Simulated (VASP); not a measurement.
# BeS in VASP: notebook

The runs below take BeS through single point, with PBEsol.

Program: VASP 6.6.1. These are calculated values, not measurements. Logs are shortened: lines on timing, memory, paths and dates and some standing lists are left out, and cuts for length are marked.

### Step 1. The cell of the first run

The structure is cubic, space group F-43m (No. 216). The conventional cell has a = 4.838 Å, b = 4.838 Å, c = 4.838 Å, α = 90.00°, β = 90.00°, γ = 90.00°. Be (site symmetry -43m) has 4 S at 2.09 Å within 2.8 Å. S (site symmetry -43m) has 4 Be at 2.09 Å within 2.8 Å.

### Step 2. Single point, PBEsol

File INCAR:

```
SYSTEM = BeS
PREC = Accurate ; ENCUT = 520
EDIFF = 1E-6 ; ISMEAR = 0
SIGMA = 0.01 ; LREAL = .FALSE.
LASPH = .TRUE. ; NELM = 60
ALGO = Normal ; ISIF = 2
LWAVE = .FALSE. ; LCHARG = .FALSE.
GGA = PS ; NBANDS = 11
```

File KPOINTS:

```
regular mesh
0
G
  8 8 8
  0 0 0
```

File POSCAR:

```
BeS
1.0
    2.4189645438      2.4189645438      0.0000000000
   -2.4189645438      2.4189645438      0.0000000000
    0.0000000000      2.4189645438      2.4189645438
Be S
1 1
Direct
    0.0000000000      0.0000000000      0.0000000000
    0.7500000000      0.2500000000      0.5000000000
```

Potentials or basis: VASP PAW PBE potentials, release 64 (Be, S).

Started as:

```sh
$ cat potpaw_PBE.64/Be/POTCAR potpaw_PBE.64/S/POTCAR > POTCAR
$ mpirun -np 1 vasp_std > vasp.out
```

OUTCAR:

```text
SYSTEM = BeS
   PREC = Accurate
   ENCUT = 520
   EDIFF = 1E-6
   ISMEAR = 0
   LREAL = .FALSE.
   LASPH = .TRUE.
   NELM = 60
   ISIF = 2
   GGA = PS

 ion  position               nearest neighbor table
   1  0.000  0.000  0.000-   2 2.09   2 2.09   2 2.09   2 2.09
   2  0.750  0.250  0.500-   1 2.09   1 2.09   1 2.09   1 2.09

  LATTYP: Found a face centered cubic cell.
 ALAT       =     4.8379290876

  Lattice vectors:

 A1 = (   0.0000000000,   2.4189645438,   2.4189645438)
 A2 = (   2.4189645438,   0.0000000000,   2.4189645438)
 A3 = (   2.4189645438,   2.4189645438,   0.0000000000)

Analysis of symmetry for initial positions (statically):
=====================================================================
 Subroutine PRICEL returns:
 Original cell was already a primitive cell.

 Routine SETGRP: Setting up the symmetry group for a
 face centered cubic supercell.

 Subroutine GETGRP returns: Found 24 space group operations
 (whereof 24 operations were pure point group operations)
 out of a pool of 48 trial point group operations.

The static configuration has the point symmetry T_d .

Analysis of symmetry for dynamics (positions and initial velocities):
=====================================================================
 Subroutine PRICEL returns:
 Original cell was already a primitive cell.

 Routine SETGRP: Setting up the symmetry group for a
 face centered cubic supercell.

 Subroutine GETGRP returns: Found 24 space group operations
 (whereof 24 operations were pure point group operations)
 out of a pool of 48 trial point group operations.

The dynamic configuration has the point symmetry T_d .

 Subroutine INISYM returns: Found 24 space group operations
 (whereof 24 operations are pure point group operations),
 and found     1 'primitive' translations

----------------------------------------------------------------------------------------

                                     Primitive cell

  volume of cell :      28.3086

  direct lattice vectors                    reciprocal lattice vectors
     2.418964544  2.418964544  0.000000000     0.206700012  0.206700012 -0.206700012
    -2.418964544  2.418964544  0.000000000    -0.206700012  0.206700012 -0.206700012
     0.000000000  2.418964544  2.418964544     0.000000000  0.000000000  0.413400024

  length of vectors
     3.420932465  3.420932465  3.420932465     0.358014923  0.358014923  0.413400024

  position of ions in fractional coordinates (direct lattice)
     0.000000000  0.000000000  0.000000000
     0.750000000  0.250000000  0.500000000

  ion indices of the primitive-cell ions
   primitive index   ion index
                 1           1
                 2           2

----------------------------------------------------------------------------------------

 KPOINTS: regular mesh

Automatic generation of k-mesh.
 Grid dimensions read from file:
 generate k-points for:    8    8    8

 Generating k-lattice:

  Cartesian coordinates                     Fractional coordinates (reciprocal lattice)
     0.025837501  0.025837501 -0.025837501     0.125000000  0.000000000  0.000000000
    -0.025837501  0.025837501 -0.025837501     0.000000000  0.125000000  0.000000000
     0.000000000  0.000000000  0.051675003     0.000000000  0.000000000  0.125000000

  Length of vectors
     0.044751865  0.044751865  0.051675003

  Shift w.r.t. Gamma in fractional coordinates (k-lattice)
     0.000000000  0.000000000  0.000000000

 Subroutine IBZKPT returns following result:
 ===========================================

 Found     29 irreducible k-points:

 Following reciprocal coordinates:
            Coordinates               Weight
  0.000000  0.000000  0.000000      1.000000
  0.125000  0.000000  0.000000      8.000000
  0.250000  0.000000  0.000000      8.000000
  0.375000  0.000000  0.000000      8.000000
  0.500000  0.000000  0.000000      4.000000
  0.125000  0.125000  0.000000     12.000000
[... 16 lines left out ...]
  0.375000  0.250000  0.125000     48.000000
  0.500000  0.250000  0.125000     24.000000
 [... further k-points ...]
   k-points           NKPTS =     29   k-points in BZ     NKDIM =     29   number of bands    NBANDS=     11
   number of dos      NEDOS =    301   number of ions     NIONS =      2
   total plane-waves  NPLWV =  21952
   dimension x,y,z NGX =    28 NGY =   28 NGZ =   28
   dimension x,y,z NGXF=    56 NGYF=   56 NGZF=   56
   ions per type =               1   1
   NGX,Y,Z   is equivalent  to a cutoff of  13.61, 13.61, 13.61 a.u.
   NGXF,Y,Z  is equivalent  to a cutoff of  27.21, 27.21, 27.21 a.u.
 SYSTEM =  BeS
   PREC   = accura    normal or accurate (medium, high low for compatibility)
   ISTART =      0    job   : 0-new  1-cont  2-samecut
   ICHARG =      2    charge: 1-file 2-atom 10-const
   ISPIN  =      1    spin polarized calculation?
   LNONCOLLINEAR =      F non collinear calculations
   LSORBIT =      F    spin-orbit coupling
   LASPH  =      T    aspherical Exc in radial PAW
   ENCUT  =  520.0 eV  38.22 Ry    6.18 a.u.   6.36  6.36  6.36*2*pi/ulx,y,z
   NELM   =     60;   NELMIN=  2; NELMDL= -5     # of ELM steps
   EDIFF  = 0.1E-05   stopping-criterion for ELM
   LREAL  =      F    real-space projection
   EDIFFG = 0.1E-04   stopping-criterion for IOM
   NSW    =      0    number of steps for IOM
   IBRION =     -1    ionic relax: 0-MD 1-quasi-New 2-CG
   NFREE  =      0    steps in history (QN), initial steepest desc. (CG)
   ISIF   =      2    stress and relaxation
   ISYM   =      2    0-nonsym 1-usesym 2-fastsym
   POTIM  = 0.5000    time-step for ionic-motion
   TEBEG  =    0.0;   TEEND  =   0.0 temperature during run
   PSTRESS=    0.0 pullay stress
   NELECT =       8.0000    total number of electrons
   NUPDOWN=      -1.0000    fix difference up-down
   EMIN   =  10.00;   EMAX   =-10.00  energy-range for DOS
   EFERMI =   0.00;   METHOD = LEGACY
   ISMEAR =     0;   SIGMA  =   0.01  broadening in eV -4-tet -1-fermi 0-gaus
   EFERMI_NEDOS =   21; number of points for ismear=-14 and -15
   IALGO  =     38    algorithm
   IMIX   =      4    mixing-type and parameters
     AMIX     =   0.40;   BMIX     =  1.00
     AMIX_MAG =   1.60;   BMIX_MAG =  1.00
  volume/ion in A,a.u.               =      14.15        95.52
  Fermi-wavevector in a.u.,A,eV,Ry     =   1.074316  2.030163 15.703227  1.154155
  Thomas-Fermi vector in A             =   2.210141
   LORBIT       =      0    0 simple, 1 ext, 2 COOP (PROOUT), +10 PAW based schemes
   GGA     = PS    functional components
   LHFCALC =     F    Hartree Fock is set to
   AEXX    =    0.0000 exact exchange contribution
   IVDW    =     0    specifies the selected vdW correction
   LEPSILON=     F    determine dielectric tensor
   LRPA    =     F    only Hartree local field effects (RPA)
 non-spin polarized calculation
 Gauss-broadening in eV      SIGMA  =   0.01
  energy-cutoff  :      520.00
  volume of cell :       28.31
 maximum number of plane-waves:       778
 NGX is ok and might be reduce to    28
   NGX = 13   NGY = 13   NGZ = 13

 number of electron       8.0000000 magnetization

 Free energy of the ion-electron system (eV)
  ---------------------------------------------------
  ext. energy  EPLUGINS =         0.00000000
  ---------------------------------------------------
  free energy    TOTEN  =       -10.56411165 eV

  energy without entropy =      -10.56411165  energy(sigma->0) =      -10.56411165

 E-fermi :   4.3545     XC(G=0):  -9.9317

 val. band max:        4.2221508458   @ k =   0.0000   0.0000   0.0000
 cond. band min:       7.1332197901   @ k =   0.5000   0.5000   0.0000
 fundamental gap:      2.9110689443
 Fermi energy:         4.3545010409

 k-point     1 :       0.0000    0.0000    0.0000
  band No.  band energies     occupation
      1      -9.5464      2.00000
      2       4.2222      2.00000
      3       4.2222      2.00000
      4       4.2222      2.00000
      5       9.8287      0.00000
      6       9.8287      0.00000
      7       9.8287      0.00000
      8       9.9911      0.00000
      9      17.0318      0.00000
     10      17.0318      0.00000
     11      18.9558      0.00000

 k-point     2 :       0.1250    0.0000    0.0000
  band No.  band energies     occupation
      1      -9.3655      2.00000
      2       2.9891      2.00000
      3       4.0177      2.00000
      4       4.0177      2.00000
      5       9.7384      0.00000
      6      10.1911      0.00000
      7      10.1911      0.00000
      8      11.3235      0.00000
      9      16.2998      0.00000
     10      16.2998      0.00000
     11      18.7525      0.00000

 k-point     3 :       0.2500    0.0000    0.0000
  band No.  band energies     occupation
      1      -8.8657      2.00000
      2       0.8442      2.00000
      3       3.6119      2.00000
      4       3.6119      2.00000
      5       9.6948      0.00000
      6      10.7358      0.00000
      7      10.7358      0.00000
      8      13.4276      0.00000
      9      16.0484      0.00000
     10      16.0484      0.00000
     11      18.2928      0.00000

 k-point     4 :       0.3750    0.0000    0.0000
  band No.  band energies     occupation
      1      -8.2267      2.00000
      2      -0.9508      2.00000
      3       3.2866      2.00000
      4       3.2866      2.00000
      5       9.6486      0.00000
      6      10.7857      0.00000
      7      10.7857      0.00000
      8      14.8591      0.00000
      9      17.4342      0.00000
     10      17.4342      0.00000
     11      18.5302      0.00000

 k-point     5 :       0.5000    0.0000    0.0000
  band No.  band energies     occupation
      1      -7.8908      2.00000
      2      -1.6906      2.00000
      3       3.1681      2.00000
      4       3.1681      2.00000
      5       9.6272      0.00000
      6      10.7024      0.00000
      7      10.7024      0.00000
      8      15.2337      0.00000
      9      19.1838      0.00000
     10      19.1838      0.00000
     11      19.3139      0.00000
[... 211 lines left out ...]
 k-point    21 :       0.5000    0.5000    0.0000
  band No.  band energies     occupation
      1      -7.3344      2.00000
      2      -0.8867      2.00000
      3       1.5229      2.00000
      4       1.5229      2.00000
      5       7.1332      0.00000
      6       9.0271      0.00000
      7      17.0316      0.00000
      8      17.0316      0.00000
      9      19.7243      0.00000
     10      20.6685      0.00000
     11      21.1168      0.00000

 k-point    22 :       0.2500    0.2500    0.1250
  band No.  band energies     occupation
      1      -8.4566      2.00000
      2       0.6139      2.00000
      3       2.0232      2.00000
      4       3.0761      2.00000
      5       9.6482      0.00000
      6      11.4532      0.00000
      7      11.6403      0.00000
      8      12.7553      0.00000
      9      15.7829      0.00000
     10      18.6179      0.00000
     11      20.1368      0.00000

 k-point    23 :       0.3750    0.2500    0.1250
  band No.  band energies     occupation
      1      -7.8932      2.00000
      2      -0.5749      2.00000
      3       1.4815      2.00000
      4       2.5906      2.00000
      5      10.1085      0.00000
      6      10.9591      0.00000
      7      12.6513      0.00000
      8      13.4640      0.00000
      9      16.8072      0.00000
     10      18.5975      0.00000
     11      20.7138      0.00000

 k-point    24 :       0.5000    0.2500    0.1250
  band No.  band energies     occupation
      1      -7.6079      2.00000
      2      -1.1458      2.00000
      3       1.3882      2.00000
      4       2.3376      2.00000
      5      10.1875      0.00000
      6      10.7423      0.00000
      7      13.3419      0.00000
      8      14.6774      0.00000
      9      15.6079      0.00000
     10      19.5689      0.00000
     11      20.1404      0.00000

 [... further k-points ...]
[... 5 lines left out ...]
  --------------------------------------------------------------------------------------
  -------------------------------------------------------------------------------------
  Total        0.0292995      0.0292995      0.0292995      0.0000000      0.0000000      0.0000000
  in kB        1.6582585      1.6582585      1.6582585      0.0000000      0.0000000      0.0000000
  external PRESSURE =       1.6582585 kB  Pullay stress =       0.0000000 kB

 VOLUME and BASIS-vectors are now :
 -----------------------------------------------------------------------------
  energy-cutoff  :      520.00
  volume of cell :       28.31
      direct lattice vectors                 reciprocal lattice vectors
     2.418964544  2.418964544  0.000000000     0.206700012  0.206700012 -0.206700012
    -2.418964544  2.418964544  0.000000000    -0.206700012  0.206700012 -0.206700012
     0.000000000  2.418964544  2.418964544     0.000000000  0.000000000  0.413400024

 POSITION                                       TOTAL-FORCE (eV/Angst)
 -----------------------------------------------------------------------------------
      0.00000      0.00000      0.00000        -0.000000      0.000000      0.000000
      1.20948      3.62845      1.20948         0.000000     -0.000000      0.000000
 -----------------------------------------------------------------------------------
    total drift:                                0.000000      0.000000      0.000000

  FREE ENERGIE OF THE ION-ELECTRON SYSTEM (eV)
  ---------------------------------------------------
  free  energy   TOTEN  =       -10.5641116526 eV

  energy  without entropy=      -10.5641116526  energy(sigma->0) =      -10.56411165
```

Wall time 11 s (1 thread of AMD EPYC 7R43 (Zen 3), shared host); peak memory 0.11 GiB.

What came out:

- Free energy: -10.5641 eV
- Pressure: 0.2 GPa
- Band gap on the k mesh: 2.91 eV, indirect (least direct gap 5.61 eV)

Levels at points of the mesh, in eV from the valence-band top:
```
           k point  band 1  band 2  band 3  band 4  band 5  band 6  band 7  band 8  band 9
(0.00, 0.00, 0.00)  -13.77    0.00    0.00    0.00    5.61    5.61    5.61    5.77   12.81
(0.50, 0.00, 0.00)  -12.11   -5.91   -1.05   -1.05    5.41    6.48    6.48   11.01   14.96
(0.50, 0.50, 0.00)  -11.56   -5.11   -2.70   -2.70    2.91    4.80   12.81   12.81   15.50
```

Caveat: the PAW data sets were made with another functional, which shifts forces and pressure a little. A k mesh can miss the band edges.

### Step 3. Single point, PBEsol (in-plane strain -0.02, then relaxed in part)

File INCAR:

```
  PREC = Accurate
  ENCUT = 520
  EDIFF = 1E-7
  ISMEAR = 0
  SIGMA = 0.01
  LREAL = False
  LASPH = True
  NELM = 80
  ALGO = Normal
  ISIF = 2
  LWAVE = False
  LCHARG = False
  GGA = PS
  NBANDS = 11
```

File KPOINTS:

```
regular mesh
0
Gamma
  8 8 8
```

File POSCAR:

```
BeS
1.0
    2.3705852530      2.3705852530      0.0000000000
   -2.3705852530      2.3705852530      0.0000000000
    0.0000000000      2.3705852530      2.4578233583
Be S
1 1
Direct
    0.0000000000      0.0000000000      0.0000000000
    0.7500000000      0.2500000000      0.5000000000
```

Potentials or basis: VASP PAW PBE potentials, release 64 (Be, S).

Started as:

```sh
$ cat potpaw_PBE.64/Be/POTCAR potpaw_PBE.64/S/POTCAR > POTCAR
$ mpirun -np 1 vasp_std > vasp.out
```

Run time: 23 s. Hardware: 1 thread of AMD EPYC 7R43 (Zen 3), shared host; peak memory 0.12 GiB.

Results (log left out):

```yaml
Free_energy: -10.5505 eV
Pressure: 2.6 GPa
Band_gap_on_the_k_mesh: 2.69 eV, indirect (least direct gap 5.52 eV)
```

Stress tensor (GPa, compression positive):
```
3.87 0.00 0.00
0.00 3.87 0.00
0.00 0.00 0.17
```

Levels at points of the mesh, in eV from the valence-band top:
| k point | band 1 | band 2 | band 3 | band 4 | band 5 | band 6 | band 7 | band 8 | band 9 |
| --- | --- | --- | --- | --- | --- | --- | --- | --- | --- |
| (0.00, 0.00, 0.00) | -14.01 | -0.21 | 0.00 | 0.00 | 5.52 | 5.52 | 5.56 | 5.90 | 12.34 |
| (0.50, 0.00, 0.00) | -12.28 | -6.14 | -1.34 | -0.98 | 5.31 | 6.35 | 6.58 | 11.06 | 14.82 |
| (0.50, 0.50, 0.00) | -11.64 | -5.22 | -2.98 | -2.92 | 2.69 | 4.60 | 12.77 | 12.95 | 15.88 |
| (0.00, 0.00, 0.50) | -11.83 | -5.47 | -2.65 | -2.65 | 2.99 | 4.94 | 12.93 | 12.93 | 15.44 |

Caveat: the cell differs from its parent crystal (in-plane strain -0.02, then relaxed in part); the PAW data sets were made with another functional, which shifts forces and pressure a little.
